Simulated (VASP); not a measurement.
Si2Ni: single point with PBEsol

System: Si2Ni, a slab with vacuum.

```xyz
12
Lattice="3.8123 0.0000 0.0000 0.0000 5.3914 0.0000 0.0000 0.0000 22.7185" Properties=species:S:1:pos:R:3 pbc="T T T"
Si    0.0000    4.0436    8.5000
Si    0.0000    1.3479    8.5000
Si    1.9062    1.3479   10.4062
Si    1.9062    4.0436   10.4062
Si    0.0000    4.0543   12.3570
Si    0.0000    1.3371   12.3570
Si    1.9062    1.4227   14.2230
Si    1.9062    3.9687   14.2230
Ni    1.9062    2.6957    8.5000
Ni    0.0000    0.0000   10.4062
Ni    1.9062    2.6957   12.2221
Ni    0.0000    0.0000   14.1808
```

```
Program                : VASP 6.6.1
Task                   : single point
Functional             : PBEsol
Potentials or basis    : VASP PAW PBE potentials, release 64 (Si, Ni)
Cutoff                 : 520 eV
k mesh                 : 8 × 6 × 1
Occupations            : gaussian, width 0.1 eV
Spin                   : no spin polarisation
Dipole correction      : yes
Further INCAR settings : ALGO = Normal; EDIFF = 1e-06; NBANDS = 48; NELMDL = -8
```

The largest force is 1.036 eV/Å and the band gap on the k mesh is zero (bands 36 and 37 overlap by 0.93 eV).

Forces in eV/Å, atoms in the order of the input:
```
Si   0.000  0.294 -0.019
Si   0.000 -0.294 -0.019
Si   0.000 -0.024 -0.738
Si   0.000  0.024 -0.738
Si   0.000 -0.010 -0.002
Si   0.000  0.010 -0.002
Si   0.000  0.007 -0.002
Si   0.000 -0.007 -0.002
Ni   0.000  0.000  0.445
Ni   0.000  0.000  1.036
Ni   0.000  0.000  0.002
Ni   0.000  0.000  0.039
```

Levels at points of the mesh, in eV from the Fermi level:
| k point | band 32 | band 33 | band 34 | band 35 | band 36 | band 37 | band 38 | band 39 | band 40 | band 41 |
| --- | --- | --- | --- | --- | --- | --- | --- | --- | --- | --- |
| (0.00, 0.00, 0.00) | -1.74 | -1.24 | -0.58 | 0.51 | 0.62 | 0.68 | 1.55 | 2.01 | 2.13 | 2.35 |
| (0.50, 0.00, 0.00) | -2.11 | -1.70 | -1.56 | -0.96 | -0.76 | -0.22 | -0.11 | 0.54 | 0.55 | 1.59 |
| (0.00, 0.50, 0.00) | -0.92 | -0.72 | -0.65 | -0.35 | -0.30 | -0.23 | 0.18 | 1.17 | 1.20 | 2.13 |
| (0.50, 0.50, 0.00) | -1.77 | -1.23 | -1.23 | -1.17 | -0.88 | 0.96 | 0.99 | 1.42 | 1.59 | 2.40 |

Run time: 11 min on 1 thread of Intel(R) Xeon(R) 6975P-C (Granite Rapids) (shared host), peak memory 0.69 GiB.

Caveat: the PAW data sets were made with another functional, which shifts forces and pressure a little. Spin polarisation is off, so any magnetic state and its effect on volume and gap are missing.
